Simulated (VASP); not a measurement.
# Ti (P6/mmm) in VASP: relaxation of cell and atoms with PBE

Aim: the relaxation of cell and atoms of Ti with PBE.

All numbers are computed with VASP 6.6.1; they aren't measurements. Logs are shortened: lines on timing, memory, paths and dates and some standing lists are left out, and cuts for length are marked.

## (1) The cell of the first run

It takes space group P6/mmm (No. 191, hexagonal). Conventional cell: a = 3.862 Å, b = 3.862 Å, c = 2.413 Å, α = 90.00°, β = 90.00°, γ = 120.00°. Within 3.2 Å of Ti (site symmetry 6/mmm) lie 14 Ti at 2.41 to 2.54 Å. Within 2.9 Å of Ti (site symmetry -6m2) lie 11 Ti at 2.23 to 2.54 Å.

This isn't the form of Ti at room conditions, which is hcp.

## (2) Relaxation of cell and atoms, PBE, target pressure 130 GPa, at which the enthalpy is minimised

The input, INCAR:

```
ALGO = Normal
EDIFF = 1E-6
EDIFFG = -0.005
ENCUT = 600
GGA = PE
IBRION = 2
ISIF = 3
ISMEAR = -1
LASPH = True
LCHARG = False
LREAL = False
LWAVE = False
NELM = 100
NSW = 32
PREC = Accurate
PSTRESS = 1300.0
SIGMA = 0.1
```

The input, KPOINTS:

```
k-points
0
Gamma
  9 9 13
```

The input, POSCAR:

```
Ti
1.0
    3.8624190975      0.0000000000      0.0000000000
   -1.9312095488      3.3449530585      0.0000000000
    0.0000000000      0.0000000000      2.4130725397
Ti
3
Direct
    0.0000000000      0.0000000000      0.0000000000
    0.3333333333      0.6666666667      0.5000000000
    0.6666666667      0.3333333333      0.5000000000
```

Potentials or basis: VASP PAW PBE potentials, release 64 (Ti_sv).

The run is started by

```bash
$ cat potpaw_PBE.64/Ti_sv/POTCAR > POTCAR
$ mpirun -np 1 vasp_std > vasp.out
```

OUTCAR:

```text
EDIFF = 1E-6
   EDIFFG = -0.005
   ENCUT = 600
   GGA = PE
   IBRION = 2
   ISIF = 3
   ISMEAR = -1
   LASPH = True
   LREAL = False
   NELM = 100
   NSW = 32
   PREC = Accurate
   PSTRESS = 1300.0

 ion  position               nearest neighbor table
   1  0.000  0.000  0.000-   2 2.54   3 2.54   2 2.54   3 2.54   3 2.54   3 2.54   2 2.54   2 2.54
                             3 2.54   3 2.54   2 2.54   2 2.54
   2  0.333  0.667  0.500-   3 2.23   3 2.23   3 2.23   1 2.54   1 2.54   1 2.54   1 2.54   1 2.54
                             1 2.54
   3  0.667  0.333  0.500-   2 2.23   2 2.23   2 2.23   1 2.54   1 2.54   1 2.54   1 2.54   1 2.54
                             1 2.54

  LATTYP: Found a hexagonal cell.
 ALAT       =     3.8624190975
 C/A-ratio  =     0.6247567855

  Lattice vectors:

 A1 = (   3.8624190975,   0.0000000000,   0.0000000000)
 A2 = (  -1.9312095488,   3.3449530585,   0.0000000000)
 A3 = (   0.0000000000,   0.0000000000,   2.4130725397)

Analysis of symmetry for initial positions (statically):
=====================================================================
 Subroutine PRICEL returns:
 Original cell was already a primitive cell.

 Routine SETGRP: Setting up the symmetry group for a
 hexagonal supercell.

 Subroutine GETGRP returns: Found 24 space group operations
 (whereof 24 operations were pure point group operations)
 out of a pool of 24 trial point group operations.

The static configuration has the point symmetry D_6h.

Analysis of symmetry for dynamics (positions and initial velocities):
=====================================================================
 Subroutine PRICEL returns:
 Original cell was already a primitive cell.

 Routine SETGRP: Setting up the symmetry group for a
 hexagonal supercell.

 Subroutine GETGRP returns: Found 24 space group operations
 (whereof 24 operations were pure point group operations)
 out of a pool of 24 trial point group operations.

The dynamic configuration has the point symmetry D_6h.

 Subroutine INISYM returns: Found 24 space group operations
 (whereof 24 operations are pure point group operations),
 and found     1 'primitive' translations

----------------------------------------------------------------------------------------

                                     Primitive cell

  volume of cell :      31.1760

  direct lattice vectors                    reciprocal lattice vectors
     3.862419098  0.000000000  0.000000000     0.258905099  0.149478929  0.000000000
    -1.931209549  3.344953058  0.000000000     0.000000000  0.298957858  0.000000000
     0.000000000  0.000000000  2.413072540     0.000000000  0.000000000  0.414409423

  length of vectors
     3.862419098  3.862419098  2.413072540     0.298957858  0.298957858  0.414409423

  position of ions in fractional coordinates (direct lattice)
     0.000000000  0.000000000  0.000000000
     0.333333333  0.666666667  0.500000000
     0.666666667  0.333333333  0.500000000

  ion indices of the primitive-cell ions
   primitive index   ion index
                 1           1
                 2           2
                 3           3

----------------------------------------------------------------------------------------

 KPOINTS: k-points

Automatic generation of k-mesh.
 Grid dimensions read from file:
 generate k-points for:    9    9   13

 Generating k-lattice:

  Cartesian coordinates                     Fractional coordinates (reciprocal lattice)
     0.028767233  0.016608770  0.000000000     0.111111111 -0.000000000  0.000000000
     0.000000000  0.033217540  0.000000000     0.000000000  0.111111111  0.000000000
     0.000000000  0.000000000  0.031877648     0.000000000  0.000000000  0.076923077

  Length of vectors
     0.033217540  0.033217540  0.031877648

  Shift w.r.t. Gamma in fractional coordinates (k-lattice)
     0.000000000  0.000000000  0.000000000

 Subroutine IBZKPT returns following result:
 ===========================================

 Found     84 irreducible k-points:

 Following reciprocal coordinates:
            Coordinates               Weight
  0.000000  0.000000  0.000000      1.000000
  0.111111  0.000000  0.000000      6.000000
  0.222222 -0.000000  0.000000      6.000000
  0.333333  0.000000  0.000000      6.000000
  0.444444 -0.000000  0.000000      6.000000
  0.111111  0.111111  0.000000      6.000000
[... 16 lines left out ...]
  0.333333  0.222222  0.076923     24.000000
  0.333333  0.333333  0.076923      4.000000
 [... further k-points ...]
   k-points           NKPTS =     84   k-points in BZ     NKDIM =     84   number of bands    NBANDS=     22
   number of dos      NEDOS =    301   number of ions     NIONS =      3
   total plane-waves  NPLWV =  20480
   dimension x,y,z NGX =    32 NGY =   32 NGZ =   20
   dimension x,y,z NGXF=    64 NGYF=   64 NGZF=   40
   ions per type =               3
   NGX,Y,Z   is equivalent  to a cutoff of  13.77, 13.77, 13.78 a.u.
   NGXF,Y,Z  is equivalent  to a cutoff of  27.55, 27.55, 27.56 a.u.
 SYSTEM =  unknown system
   PREC   = accura    normal or accurate (medium, high low for compatibility)
   ISTART =      0    job   : 0-new  1-cont  2-samecut
   ICHARG =      2    charge: 1-file 2-atom 10-const
   ISPIN  =      1    spin polarized calculation?
   LNONCOLLINEAR =      F non collinear calculations
   LSORBIT =      F    spin-orbit coupling
   LASPH  =      T    aspherical Exc in radial PAW
   ENCUT  =  600.0 eV  44.10 Ry    6.64 a.u.   7.71  7.71  4.82*2*pi/ulx,y,z
   NELM   =    100;   NELMIN=  2; NELMDL= -5     # of ELM steps
   EDIFF  = 0.1E-05   stopping-criterion for ELM
   LREAL  =      F    real-space projection
   EDIFFG = -.5E-02   stopping-criterion for IOM
   NSW    =     32    number of steps for IOM
   IBRION =      2    ionic relax: 0-MD 1-quasi-New 2-CG
   NFREE  =      1    steps in history (QN), initial steepest desc. (CG)
   ISIF   =      3    stress and relaxation
   ISYM   =      2    0-nonsym 1-usesym 2-fastsym
   POTIM  = 0.5000    time-step for ionic-motion
   TEBEG  =    0.0;   TEEND  =   0.0 temperature during run
   PSTRESS= 1300.0 pullay stress
   NELECT =      36.0000    total number of electrons
   NUPDOWN=      -1.0000    fix difference up-down
   EMIN   =  10.00;   EMAX   =-10.00  energy-range for DOS
   EFERMI =   0.00;   METHOD = LEGACY
   ISMEAR =    -1;   SIGMA  =   0.10  broadening in eV -4-tet -1-fermi 0-gaus
   EFERMI_NEDOS =   21; number of points for ismear=-14 and -15
   IALGO  =     38    algorithm
   IMIX   =      4    mixing-type and parameters
     AMIX     =   0.40;   BMIX     =  1.00
     AMIX_MAG =   1.60;   BMIX_MAG =  1.00
  volume/ion in A,a.u.               =      10.39        70.13
  Fermi-wavevector in a.u.,A,eV,Ry     =   1.717522  3.245647 40.135595  2.949883
  Thomas-Fermi vector in A             =   2.794506
   LORBIT       =      0    0 simple, 1 ext, 2 COOP (PROOUT), +10 PAW based schemes
   GGA     = PE    functional components
   LHFCALC =     F    Hartree Fock is set to
   AEXX    =    0.0000 exact exchange contribution
   IVDW    =     0    specifies the selected vdW correction
   LEPSILON=     F    determine dielectric tensor
   LRPA    =     F    only Hartree local field effects (RPA)
 conjugate gradient relaxation of ions
 non-spin polarized calculation
  energy-cutoff  :      600.00
  volume of cell :       31.18
 maximum number of plane-waves:      1072
 NGX is ok and might be reduce to    32
   NGX = 15   NGY = 15   NGZ =  9

--------------------------------------- Ionic step        1  -------------------------------------------

 number of electron      36.0000006 magnetization

 Free energy of the ion-electron system (eV)
  ---------------------------------------------------
  ext. energy  EPLUGINS =         0.00000000
  ---------------------------------------------------
  free energy    TOTEN  =       -17.91663411 eV

  energy without entropy =      -17.84094231  energy(sigma->0) =      -17.87878821

------------------------ aborting loop because EDIFF is reached ----------------------------------------

  FORCE on cell =-STRESS in cart. coord.  units (eV):
  Direction    XX          YY          ZZ          XY          YZ          ZX
  --------------------------------------------------------------------------------------
  -------------------------------------------------------------------------------------
  Total       25.1141502     25.1141502     24.9924067     -0.0000000     -0.0000000      0.0000000
  in kB     1290.6523291   1290.6523291   1284.3957561     -0.0000000     -0.0000000      0.0000000
  external PRESSURE =     -11.4331952 kB  Pullay stress =    1300.0000000 kB
[... 96 lines left out ...]
  FREE ENERGIE OF THE ION-ELECTRON SYSTEM (eV)
  ---------------------------------------------------
  free  energy   TOTEN  =       -17.8458895594 eV

  energy  without entropy=      -17.7699976097  energy(sigma->0) =      -17.80794358

  enthalpy is  TOTEN    =         7.3790355549 eV   P V=       25.2249251143

[... ionic steps 4 to 9 ...]

--------------------------------------- Ionic step       10  -------------------------------------------

 number of electron      36.0000006 magnetization

------------------------ aborting loop because EDIFF is reached ----------------------------------------

  FORCE on cell =-STRESS in cart. coord.  units (eV):
  Direction    XX          YY          ZZ          XY          YZ          ZX
  --------------------------------------------------------------------------------------
  -------------------------------------------------------------------------------------
  Total       25.2436499     25.2436499     25.2145319     -0.0000000     -0.0000000      0.0000000
  in kB     1301.1518962   1301.1518962   1299.6510443     -0.0000000     -0.0000000      0.0000000
  external PRESSURE =       0.6516122 kB  Pullay stress =    1300.0000000 kB
[... 63 lines left out ...]
  enthalpy is  TOTEN    =         7.3789899710 eV   P V=       25.2213471818

--------------------------------------- Ionic step       12  -------------------------------------------

 number of electron      36.0000006 magnetization

 Free energy of the ion-electron system (eV)
  ---------------------------------------------------
  ext. energy  EPLUGINS =         0.00000000
  ---------------------------------------------------
  free energy    TOTEN  =       -17.85398581 eV

  energy without entropy =      -17.77767765  energy(sigma->0) =      -17.81583173

 E-fermi :  14.7737     XC(G=0): -14.1737

 val. band max:       14.7701349105   @ k =   0.3333   0.2222   0.3077
 cond. band min:      14.7844897400   @ k =   0.4444   0.1111   0.2308
 fundamental gap:      0.0143548295
 Fermi energy:        14.7736904971

 k-point     1 :       0.0000    0.0000    0.0000
  band No.  band energies     occupation
      1     -41.7202      2.00000
      2     -40.8352      2.00000
      3     -40.4392      2.00000
      4     -18.4542      2.00000
      5     -18.4542      2.00000
      6     -18.0218      2.00000
[... 574 lines left out ...]
      6     -18.2616      2.00000
[... 14 lines left out ...]
     21      16.3781      0.00000
     22      16.8663      0.00000

 [... further k-points ...]

------------------------ aborting loop because EDIFF is reached ----------------------------------------

  FORCE on cell =-STRESS in cart. coord.  units (eV):
  Direction    XX          YY          ZZ          XY          YZ          ZX
  --------------------------------------------------------------------------------------
  -------------------------------------------------------------------------------------
  Total       25.2368981     25.2368981     25.2379761     -0.0000000     -0.0000000      0.0000000
  in kB     1300.2017630   1300.2017630   1300.2573008     -0.0000001     -0.0000000      0.0000000
  external PRESSURE =       0.2202756 kB  Pullay stress =    1300.0000000 kB
[... 18 lines left out ...]
  FREE ENERGIE OF THE ION-ELECTRON SYSTEM (eV)
  ---------------------------------------------------
  free  energy   TOTEN  =       -17.8539858082 eV

  energy  without entropy=      -17.7776776544  energy(sigma->0) =      -17.81583173

  enthalpy is  TOTEN    =         7.3789960453 eV   P V=       25.2329818535

 reached required accuracy - stopping structural energy minimisation
```

Run time: 3 min. Hardware: 1 thread of AMD EPYC 9R45 (Zen 5), shared host; peak memory 0.17 GiB.

Results:

```
Free energy                                                : -17.8540 eV
Relaxed volume                                             : 10.37 Å³/atom
Relaxed cell                                               : a = 3.862 Å, b = 3.862 Å, c = 2.408 Å, α = 90.00°, β = 90.00°, γ = 120.00°
Space group after relaxing (to 0.1 Å)                      : P6/mmm (No. 191)
Energy change on relaxing (the run minimises the enthalpy) : +20.9 meV/atom
Ionic steps                                                : 12
Pressure after relaxing                                    : 130.0 GPa
Band gap on the k mesh                                     : zero (bands 18 and 19 overlap by 0.92 eV)
```

The path:
| step | energy change (eV) | largest force (eV/Å) | pressure (GPa) | volume (Å³) |
| --- | --- | --- | --- | --- |
| 1 | 0.0000 | 0.0000 | 128.86 | 31.18 |
| 2 | 0.2730 | 0.0000 | 133.69 | 30.84 |
| 3 | 0.0707 | 0.0000 | 130.02 | 31.09 |
| 4 | 0.0729 | 0.0000 | 130.04 | 31.09 |
| 5 | 0.0760 | 0.0000 | 130.07 | 31.08 |
| 6 | 0.0741 | 0.0000 | 130.06 | 31.08 |
| 7 | 0.0742 | 0.0000 | 130.06 | 31.08 |
| 8 | 0.0746 | 0.0000 | 130.07 | 31.08 |
| 9 | 0.0744 | 0.0000 | 130.06 | 31.08 |
| 10 | 0.0743 | 0.0000 | 130.07 | 31.08 |
| 11 | 0.0743 | 0.0000 | 130.06 | 31.08 |
| 12 | 0.0626 | 0.0000 | 130.02 | 31.10 |

Final structure:
```xyz
3
Lattice="3.8617 0.0000 0.0000 -1.9309 3.3444 0.0000 0.0000 0.0000 2.4079" Properties=species:S:1:pos:R:3 pbc="T T T"
Ti    0.0000    0.0000    2.4079
Ti    0.0000    2.2296    1.2040
Ti    1.9309    1.1148    1.2040
```

Levels at points of the mesh, in eV from the Fermi level:
```tsv
k point	band 16	band 17	band 18	band 19	band 20	band 21
(0.00, 0.00, 0.00)	-0.43	-0.28	-0.28	0.17	0.99	1.96
```

Caveat: the cell is relaxed towards a set pressure, so the run minimises the enthalpy, not the energy.
